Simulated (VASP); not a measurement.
Write the native input for VASP 6.6.1 that does the following.

- Task: single point
- Functional: r2SCAN
- Potentials or basis: VASP PAW PBE potentials, release 64 (Na_pv)
- Cutoff: 520 eV
- k mesh: 3 × 3 × 3
- Occupations: methfessel-paxton, width 0.05 eV
- Spin: no spin polarisation
- Dipole correction: no
- Further INCAR settings: ALGO = Normal; EDIFF = 1e-06; NBANDS = 10

The system is Na.

```xyz
1
Lattice="7.0233 0.0000 0.0000 0.0000 7.0233 0.0000 0.0000 0.0000 7.0233" Properties=species:S:1:pos:R:3 pbc="T T T"
Na    0.0000    0.0000    0.0000
```

This isn't the form of Na at room conditions, which is bcc.

These files were run (other wordings do the same):

POSCAR

```
Na
1.0
    7.0233430000      0.0000000000      0.0000000000
    0.0000000000      7.0233430000      0.0000000000
    0.0000000000      0.0000000000      7.0233430000
Na
1
Direct
    0.0000000000      0.0000000000      0.0000000000
```

INCAR.step1

```
SYSTEM = Na
PREC     = Accurate       ! precision mode
ENCUT    = 520            ! plane-wave cutoff, eV
ISMEAR   = 1              ! smearing method
SIGMA    = 0.05           ! smearing width, eV
LREAL    = .FALSE.        ! projectors in reciprocal space
LASPH    = .TRUE.         ! aspherical terms in the spheres
NELM     = 80             ! most SCF steps
NBANDS   = 10             ! bands
GGA      = PE             ! functional
ALGO     = Normal         ! electronic algorithm
EDIFF    = 1E-4           ! SCF threshold, eV
LWAVE    = .TRUE.         ! write WAVECAR
LCHARG   = .FALSE.        ! write CHGCAR
```

INCAR.step2

```
SYSTEM = Na
PREC     = Accurate       ! precision mode
ENCUT    = 520            ! plane-wave cutoff, eV
EDIFF    = 1E-6           ! SCF threshold, eV
ISMEAR   = 1              ! smearing method
SIGMA    = 0.05           ! smearing width, eV
LREAL    = .FALSE.        ! projectors in reciprocal space
LASPH    = .TRUE.         ! aspherical terms in the spheres
NELM     = 80             ! most SCF steps
ALGO     = Normal         ! electronic algorithm
ISIF     = 2              ! what is computed and relaxed
LWAVE    = .FALSE.        ! write WAVECAR
LCHARG   = .FALSE.        ! write CHGCAR
METAGGA  = R2SCAN         ! meta-GGA
LMIXTAU  = .TRUE.       
NBANDS   = 10             ! bands
ISTART   = 1
```

KPOINTS

```
regular mesh
0
G
  3 3 3
  0 0 0
```

Potentials or basis: VASP PAW PBE potentials, release 64 (Na_pv).

Run with:

```bash
$ cat potpaw_PBE.64/Na_pv/POTCAR > POTCAR
$ cp INCAR.step1 INCAR
$ mpirun -np 1 vasp_std > vasp.out
$ cp INCAR.step2 INCAR
$ mpirun -np 1 vasp_std > vasp.out
```

Results of the run:

```yaml
Pressure: -0.1 GPa
Band_gap_on_the_k_mesh: zero (an odd number of electrons rules out a gap without spin polarisation)
```

Caveat: the PAW data sets were made with another functional, which shifts forces and pressure a little.

Run time: 3.2 min on 1 thread of Intel Xeon 8259CL, on a shared host, peak memory 0.4 GiB.
